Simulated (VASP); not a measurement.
# TiSi2 (Pmmm) in VASP: further runs, part 2 of 2

VASP 6.6.1. The steps go on from the part before.

### 3 Relaxation of cell and atoms, PBE

File INCAR:

```
ALGO = Normal
EDIFF = 1E-6
EDIFFG = -0.01
ENCUT = 600
GGA = PE
IBRION = 2
ISIF = 3
ISMEAR = 0
LASPH = True
LCHARG = False
LREAL = False
LWAVE = False
NELM = 100
NSW = 100
PREC = Accurate
SIGMA = 0.1
```

File KPOINTS:

```
k-points
0
Gamma
  16 16 8
```

File POSCAR:

```
TiSi2
1.0
    2.7635373681      0.0000000000      0.0000000000
    0.0000000000      2.7728666302      0.0000000000
    0.0000000000      0.0000000000      5.9820243109
Ti Si
1 2
Direct
    0.5000000000      0.0000000000      0.5000000000
    0.0000000000      0.5000000000      0.8029968117
    0.0000000000      0.5000000000      0.1970031883
```

Potentials or basis: VASP PAW PBE potentials, release 64 (Ti_sv, Si).

On the command line:

```
cat potpaw_PBE.64/Ti_sv/POTCAR potpaw_PBE.64/Si/POTCAR > POTCAR
mpirun -np 1 vasp_std > vasp.out
```

OUTCAR:

```text
EDIFF = 1E-6
   EDIFFG = -0.01
   ENCUT = 600
   GGA = PE
   IBRION = 2
   ISIF = 3
   ISMEAR = 0
   LASPH = True
   LREAL = False
   NELM = 100
   NSW = 100
   PREC = Accurate

 ion  position               nearest neighbor table
   1  0.500  0.000  0.500-   2 2.67   3 2.67   2 2.67   3 2.67   2 2.67   3 2.67   2 2.67   3 2.67

   2  0.000  0.500  0.803-   3 2.36   1 2.67   1 2.67   1 2.67   1 2.67
   3  0.000  0.500  0.197-   2 2.36   1 2.67   1 2.67   1 2.67   1 2.67

  LATTYP: Found a simple orthorhombic cell.
 ALAT       =     2.7635373681
 B/A-ratio  =     1.0033758408
 C/A-ratio  =     2.1646258089

  Lattice vectors:

 A1 = (   2.7635373681,   0.0000000000,   0.0000000000)
 A2 = (   0.0000000000,   2.7728666302,   0.0000000000)
 A3 = (   0.0000000000,   0.0000000000,   5.9820243109)

Analysis of symmetry for initial positions (statically):
=====================================================================
 Subroutine PRICEL returns:
 Original cell was already a primitive cell.

 Routine SETGRP: Setting up the symmetry group for a
 simple orthorhombic supercell.

 Subroutine GETGRP returns: Found  8 space group operations
 (whereof  8 operations were pure point group operations)
 out of a pool of  8 trial point group operations.

The static configuration has the point symmetry D_2h.

Analysis of symmetry for dynamics (positions and initial velocities):
=====================================================================
 Subroutine PRICEL returns:
 Original cell was already a primitive cell.

 Routine SETGRP: Setting up the symmetry group for a
 simple orthorhombic supercell.

 Subroutine GETGRP returns: Found  8 space group operations
 (whereof  8 operations were pure point group operations)
 out of a pool of  8 trial point group operations.

The dynamic configuration has the point symmetry D_2h.

 Subroutine INISYM returns: Found  8 space group operations
 (whereof  8 operations are pure point group operations),
 and found     1 'primitive' translations

----------------------------------------------------------------------------------------

                                     Primitive cell

  volume of cell :      45.8398

  direct lattice vectors                    reciprocal lattice vectors
     2.763537368  0.000000000  0.000000000     0.361855067  0.000000000  0.000000000
     0.000000000  2.772866630  0.000000000     0.000000000  0.360637612  0.000000000
     0.000000000  0.000000000  5.982024311     0.000000000  0.000000000  0.167167492

  length of vectors
     2.763537368  2.772866630  5.982024311     0.361855067  0.360637612  0.167167492

  position of ions in fractional coordinates (direct lattice)
     0.500000000  0.000000000  0.500000000
     0.000000000  0.500000000  0.802996812
     0.000000000  0.500000000  0.197003188

  ion indices of the primitive-cell ions
   primitive index   ion index
                 1           1
                 2           2
                 3           3

----------------------------------------------------------------------------------------

 KPOINTS: k-points

Automatic generation of k-mesh.
 Grid dimensions read from file:
 generate k-points for:   16   16    8
[... 57 lines left out ...]
   ICHARG =      2    charge: 1-file 2-atom 10-const
   ISPIN  =      1    spin polarized calculation?
   LNONCOLLINEAR =      F non collinear calculations
   LSORBIT =      F    spin-orbit coupling
   LASPH  =      T    aspherical Exc in radial PAW
   ENCUT  =  600.0 eV  44.10 Ry    6.64 a.u.   5.52  5.54 11.95*2*pi/ulx,y,z
   NELM   =    100;   NELMIN=  2; NELMDL= -5     # of ELM steps
   EDIFF  = 0.1E-05   stopping-criterion for ELM
   LREAL  =      F    real-space projection
   EDIFFG = -.1E-01   stopping-criterion for IOM
   NSW    =    100    number of steps for IOM
   IBRION =      2    ionic relax: 0-MD 1-quasi-New 2-CG
   NFREE  =      1    steps in history (QN), initial steepest desc. (CG)
   ISIF   =      3    stress and relaxation
   ISYM   =      2    0-nonsym 1-usesym 2-fastsym
   POTIM  = 0.5000    time-step for ionic-motion
   TEBEG  =    0.0;   TEEND  =   0.0 temperature during run
   PSTRESS=    0.0 pullay stress
   NELECT =      20.0000    total number of electrons
   NUPDOWN=      -1.0000    fix difference up-down
   EMIN   =  10.00;   EMAX   =-10.00  energy-range for DOS
   EFERMI =   0.00;   METHOD = LEGACY
   ISMEAR =     0;   SIGMA  =   0.10  broadening in eV -4-tet -1-fermi 0-gaus
   EFERMI_NEDOS =   21; number of points for ismear=-14 and -15
   IALGO  =     38    algorithm
   IMIX   =      4    mixing-type and parameters
     AMIX     =   0.40;   BMIX     =  1.00
     AMIX_MAG =   1.60;   BMIX_MAG =  1.00
  volume/ion in A,a.u.               =      15.28       103.11
  Fermi-wavevector in a.u.,A,eV,Ry     =   1.241664  2.346404 20.976494  1.541729
  Thomas-Fermi vector in A             =   2.376052
   LORBIT       =      0    0 simple, 1 ext, 2 COOP (PROOUT), +10 PAW based schemes
   GGA     = PE    functional components
   LHFCALC =     F    Hartree Fock is set to
   AEXX    =    0.0000 exact exchange contribution
   IVDW    =     0    specifies the selected vdW correction
   LEPSILON=     F    determine dielectric tensor
   LRPA    =     F    only Hartree local field effects (RPA)
 conjugate gradient relaxation of ions
 non-spin polarized calculation
 Gauss-broadening in eV      SIGMA  =   0.10
  energy-cutoff  :      600.00
  volume of cell :       45.84
 maximum number of plane-waves:      1560
 NGX is ok and might be reduce to    24
   NGX = 11   NGY = 11   NGZ = 23

--------------------------------------- Ionic step        1  -------------------------------------------

 number of electron      19.9999998 magnetization

 Free energy of the ion-electron system (eV)
  ---------------------------------------------------
  ext. energy  EPLUGINS =         0.00000000
  ---------------------------------------------------
  free energy    TOTEN  =       -19.83067004 eV

  energy without entropy =      -19.82710386  energy(sigma->0) =      -19.82888695

------------------------ aborting loop because EDIFF is reached ----------------------------------------

  FORCE on cell =-STRESS in cart. coord.  units (eV):
  Direction    XX          YY          ZZ          XY          YZ          ZX
  --------------------------------------------------------------------------------------
  -------------------------------------------------------------------------------------
  Total        0.0217877     -0.1764623      0.0092149     -0.0000000      0.0000000      0.0000000
  in kB        0.7615172     -6.1676559      0.3220749     -0.0000000      0.0000000      0.0000000
  external PRESSURE =      -1.6946879 kB  Pullay stress =       0.0000000 kB
[... 135 lines left out ...]
--------------------------------------- Ionic step        5  -------------------------------------------

 number of electron      19.9999998 magnetization

 Free energy of the ion-electron system (eV)
  ---------------------------------------------------
  ext. energy  EPLUGINS =         0.00000000
  ---------------------------------------------------
  free energy    TOTEN  =       -19.83109248 eV

  energy without entropy =      -19.82754500  energy(sigma->0) =      -19.82931874

 E-fermi :   9.5724     XC(G=0): -11.2592

 val. band max:        9.5655040721   @ k =   0.3125   0.3125   0.2500
 cond. band min:       9.5953491448   @ k =   0.3125   0.4375   0.3750
 fundamental gap:      0.0298450727
 Fermi energy:         9.5724304001

 k-point     1 :       0.0000    0.0000    0.0000
  band No.  band energies     occupation
      1     -47.1939      2.00000
      2     -23.6033      2.00000
      3     -23.1428      2.00000
      4     -23.1413      2.00000
      5      -2.9328      2.00000
      6       0.4104      2.00000
      7       2.9740      2.00000
      8       8.1432      2.00000
      9       8.7362      2.00000
     10      10.9000      0.00000
     11      10.9062      0.00000
     12      12.7127      0.00000
     13      12.8551      0.00000
     14      14.3976      0.00000
[... 377 lines left out ...]
      1     -47.1301      2.00000
      2     -23.5516      2.00000
      3     -23.5331      2.00000
      4     -23.1903      2.00000
      5      -0.8824      2.00000
      6       1.9156      2.00000
      7       4.9454      2.00000
      8       6.0809      2.00000
      9       7.6108      2.00000
     10       9.0556      2.00000
     11      10.5429      0.00000
     12      10.9316      0.00000
     13      11.2773      0.00000
     14      12.7530      0.00000

 [... further k-points ...]

------------------------ aborting loop because EDIFF is reached ----------------------------------------

  FORCE on cell =-STRESS in cart. coord.  units (eV):
  Direction    XX          YY          ZZ          XY          YZ          ZX
  --------------------------------------------------------------------------------------
  -------------------------------------------------------------------------------------
  Total       -0.0238660      0.0029446     -0.0081275      0.0000000      0.0000000      0.0000000
  in kB       -0.8357160      0.1031121     -0.2846006      0.0000000      0.0000000      0.0000000
  external PRESSURE =      -0.3390682 kB  Pullay stress =       0.0000000 kB
[... 18 lines left out ...]
  FREE ENERGIE OF THE ION-ELECTRON SYSTEM (eV)
  ---------------------------------------------------
  free  energy   TOTEN  =       -19.8310924836 eV

  energy  without entropy=      -19.8275450046  energy(sigma->0) =      -19.82931874

 reached required accuracy - stopping structural energy minimisation
```

OSZICAR:

```text
N       E                     dE             d eps       ncg     rms          rms(c)
DAV:   1     0.151120426217E+03    0.15112E+03   -0.11087E+04 11340   0.163E+03
DAV:   2    -0.556827944434E+01   -0.15669E+03   -0.15441E+03 11544   0.394E+02
[... 35 lines left out ...]
   4 F= -.19831085E+02 E0= -.19829307E+02  d E =-.272655E-04
       N       E                     dE             d eps       ncg     rms          rms(c)
DAV:   1    -0.198311277812E+02   -0.43016E-04   -0.97259E-04 13290   0.457E-01    0.485E-02
DAV:   2    -0.198311110608E+02    0.16720E-04   -0.46400E-04 15854   0.208E-01    0.236E-02
DAV:   3    -0.198310939250E+02    0.17136E-04   -0.11360E-04 14898   0.837E-02    0.112E-02
DAV:   4    -0.198310921624E+02    0.17625E-05   -0.95144E-06 17642   0.307E-02    0.351E-03
DAV:   5    -0.198310924836E+02   -0.32119E-06   -0.53074E-07  7608   0.722E-03
   5 F= -.19831092E+02 E0= -.19829319E+02  d E =-.346044E-04
```

Run time: 7.8 min. Hardware: 1 thread of Intel Xeon Platinum 8259CL at 2.50GHz (Skylake/Cascade Lake), shared host; peak memory 0.45 GiB.

Results:

| Property | Result |
| --- | --- |
| Free energy | -19.8311 eV |
| Relaxed volume | 15.25 Å³/atom |
| Relaxed cell | a = 2.765 Å, b = 2.763 Å, c = 5.989 Å, α = 90.00°, β = 90.00°, γ = 90.00° |
| Space group after relaxing (to 0.1 Å) | P4/mmm (No. 123) |
| Energy gained by relaxing | 0.1 meV/atom |
| Ionic steps | 5 |
| Pressure after relaxing | 0.0 GPa |
| Band gap on the k mesh | zero (bands 10 and 11 overlap by 2.78 eV) |

Step by step:
```tsv
step	energy change (eV)	largest force (eV/Å)	pressure (GPa)	volume (Å³)
1	0.0000	0.0450	-0.17	45.84
2	-0.0004	0.0090	0.08	45.73
3	-0.0004	0.0044	0.10	45.72
4	-0.0004	0.0011	-0.06	45.77
5	-0.0004	0.0020	-0.03	45.75
```

Final structure:
```
CELL_PARAMETERS angstrom
2.76470 0.00000 0.00000
0.00000 2.76350 0.00000
0.00000 0.00000 5.98858
ATOMIC_POSITIONS crystal
Ti 0.50000 0.00000 0.50000
Si 0.00000 0.50000 0.80347
Si 0.00000 0.50000 0.19653
```

Levels at points of the mesh, in eV from the Fermi level:
| k point | band 7 | band 8 | band 9 | band 10 | band 11 | band 12 | band 13 | band 14 |
| --- | --- | --- | --- | --- | --- | --- | --- | --- |
| (0.00, 0.00, 0.00) | -6.60 | -1.43 | -0.84 | 1.33 | 1.33 | 3.14 | 3.28 | 4.83 |
| (0.50, 0.00, 0.00) | -6.55 | -3.62 | -3.26 | -1.31 | 1.13 | 1.61 | 1.92 | 2.12 |
| (0.00, 0.50, 0.00) | -6.55 | -3.62 | -3.26 | -1.31 | 1.12 | 1.61 | 1.92 | 2.12 |
| (0.50, 0.50, 0.00) | -3.38 | -3.34 | -3.34 | -3.23 | -1.46 | -0.53 | 3.73 | 3.76 |
| (0.00, 0.00, 0.50) | -3.61 | -3.22 | -1.41 | 1.23 | 1.24 | 2.85 | 3.14 | 6.14 |
| (0.50, 0.00, 0.50) | -5.80 | -5.19 | -3.24 | -0.67 | 1.14 | 2.00 | 2.11 | 3.74 |
| (0.00, 0.50, 0.50) | -5.80 | -5.19 | -3.24 | -0.67 | 1.14 | 2.00 | 2.11 | 3.74 |
| (0.50, 0.50, 0.50) | -4.24 | -4.23 | -1.73 | -1.72 | 0.13 | 0.93 | 0.93 | 1.49 |
